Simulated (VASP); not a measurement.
Set up this calculation in VASP 6.6.1, as the native input.

```yaml
Task: single point
Functional: PBE
Potentials_or_basis: VASP PAW PBE potentials, release 64 (Al, N)
Cutoff: 600 eV
k_mesh: 8 × 8 × 8
Occupations: gaussian, width 0.05 eV
Spin: no spin polarisation
Dipole_correction: no
Further_INCAR_settings: ALGO = Normal; EDIFF = 1e-06; NBANDS = 11
```

The structure of AlN lies in POSCAR:

```
AlN
1.0
    0.0000000000      1.9221011035      2.0662586863
    1.9221011035      0.0000000000      2.0662586863
    1.9221011035      1.9221011035      0.0000000000
Al N
1 1
Direct
    0.0000000000      0.0000000000      0.0000000000
    0.5000000000      0.5000000000      0.5000000000
```

These files were run (other wordings do the same):

INCAR

```
PREC = Accurate
ENCUT = 600
EDIFF = 1E-6
ISMEAR = 0
SIGMA = 0.05
LREAL = False
LASPH = True
NELM = 120
ALGO = Normal
ISIF = 2
LWAVE = False
LCHARG = False
GGA = PE
NBANDS = 11
GGA_COMPAT = False
```

KPOINTS

```
Automatic mesh
0
Gamma
  8 8 8
```

Potentials or basis: VASP PAW PBE potentials, release 64 (Al, N).

Command:

```console
$ cat potpaw_PBE.64/Al/POTCAR potpaw_PBE.64/N/POTCAR > POTCAR
$ mpirun -np 1 vasp_std > vasp.out
```

It gave:

```
Pressure               : 33.1 GPa
Band gap on the k mesh : 4.70 eV, indirect (least direct gap 6.45 eV)
```

It took 7.9 s on 1 thread of AMD EPYC 9R45 96-Core Processor (Zen 5), with other jobs on the host, peak memory 0.11 GiB.
